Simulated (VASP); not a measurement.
# KF: single point with PBE

KF:

```xyz
4
Lattice="2.6697 2.6697 0.0000 -2.6697 2.6697 0.0000 0.0000 0.0000 5.4617" Properties=species:S:1:pos:R:3 pbc="T T T"
K     0.0000    0.0000    0.0000
K     0.0000    2.6697    2.7309
F     0.0000    2.6697    0.0000
F     0.0000    0.0000    2.7309
```

This cell differs from its parent crystal: biaxial strain in the a-b plane: -1.5 %, then relaxed in part.

| Quantity | Value |
| --- | --- |
| Program | VASP 6.6.1 |
| Task | single point |
| Functional | PBE |
| Potentials or basis | VASP PAW PBE potentials, release 64 (K_sv, F) |
| Cutoff | 520 eV |
| k mesh | 6 × 6 × 4 |
| Occupations | gaussian, width 0.02 eV |
| Spin | no spin polarisation |
| Dipole correction | no |
| Further INCAR settings | ALGO = Normal; EDIFF = 1e-06; NBANDS = 24 |

```json
{
  "Pressure": "0.8 GPa",
  "Band gap on the k mesh": "6.05 eV"
}
```

Stress tensor (GPa, compression positive):
```
 1.15  0.00  0.00
 0.00  1.15  0.00
 0.00  0.00 -0.01
```

Levels at points of the mesh, in eV from the valence-band top:
| k point | band 13 | band 14 | band 15 | band 16 | band 17 | band 18 | band 19 | band 20 |
| --- | --- | --- | --- | --- | --- | --- | --- | --- |
| (0.00, 0.00, 0.00) | -0.06 | -0.03 | 0.00 | 0.00 | 6.05 | 8.23 | 10.17 | 10.53 |
| (0.50, 0.00, 0.00) | -0.33 | -0.33 | -0.17 | -0.17 | 8.99 | 8.99 | 9.74 | 9.74 |
| (0.50, 0.50, 0.00) | -0.09 | -0.09 | -0.06 | -0.06 | 8.15 | 8.15 | 10.19 | 10.19 |
| (0.00, 0.00, 0.50) | -0.04 | -0.04 | -0.04 | -0.04 | 7.84 | 7.84 | 9.14 | 9.14 |
| (0.50, 0.00, 0.50) | -0.34 | -0.34 | -0.34 | -0.34 | 8.97 | 8.97 | 10.44 | 10.44 |
| (0.50, 0.50, 0.50) | -0.16 | -0.16 | -0.16 | -0.16 | 9.62 | 9.62 | 9.62 | 9.62 |

Wall time 28 s on 1 thread of Intel(R) Xeon(R) 6975P-C (Granite Rapids) (shared host), peak memory 0.19 GiB.

Caveat: the cell differs from its parent crystal (biaxial strain in the a-b plane: -1.5 %, then relaxed in part). A k mesh can miss the band edges.
